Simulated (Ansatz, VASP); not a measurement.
W in VASP and in Ansatz

Contents of INCAR:

```
SYSTEM = W
PREC     = Accurate       ! precision mode
ENCUT    = 500            ! plane-wave cutoff, eV
EDIFF    = 1E-6           ! SCF threshold, eV
ISMEAR   = -1             ! smearing method
SIGMA    = 0.15           ! smearing width, eV
LREAL    = .False.        ! projectors in reciprocal space
LASPH    = .True.         ! aspherical terms in the spheres
NELM     = 120            ! most SCF steps
ALGO     = Normal         ! electronic algorithm
ISIF     = 2              ! what is computed and relaxed
LWAVE    = .False.        ! write WAVECAR
LCHARG   = .False.        ! write CHGCAR
GGA      = PE             ! functional
NBANDS   = 13             ! bands
GGA_COMPAT= .False.
```

File KPOINTS:

```
Automatic mesh
0
Gamma
  15 15 15
  0 0 0
```

POSCAR

```
W
1.0
    0.0000000000      1.9792500000      2.0300000000
    1.9792500000      0.0000000000      2.0300000000
    1.9792500000      1.9792500000      0.0000000000
W
1
Direct
    0.0000000000      0.0000000000      0.0000000000
```

Input for Ansatz:

```yaml
crystal:
  lattice:
    - [0.0, 1.9792499999999997, 2.03]
    - [1.9792499999999997, 0.0, 2.03]
    - [1.9792499999999997, 1.9792499999999997, 0.0]
  atoms:
    - { symbol: W, position: [0.0, 0.0, 0.0] }
basis:
  ecutwfc: 520.0
kpoints:
  mp_grid:
    grid: [15, 15, 15]
hamiltonian:
  xc: pbe
scf:
  occupations:
    method: fermi_dirac
    width: 0.15
output:
  stress: true
```

Alike in both runs: task single point; functional PBE; k mesh 15 × 15 × 15; occupations fermi-dirac, width 0.15 eV; no spin polarisation.

|  | VASP | Ansatz |
| --- | --- | --- |
| version | VASP 6.6.1 | Ansatz 0.2.0 |
| potentials or method | VASP PAW PBE potentials, release 64 (W_sv), cutoff 500 eV | plane waves, PAW |
| valence electrons in the cell | 14 | 14 |

```csv
,VASP,Ansatz,Ansatz less VASP
pressure (GPa),11.1,10.4,-0.64
"traceless stress, the component that is largest in VASP (GPa)",3.94,3.90,-0.038
```

Neither program's run includes spin-orbit coupling.
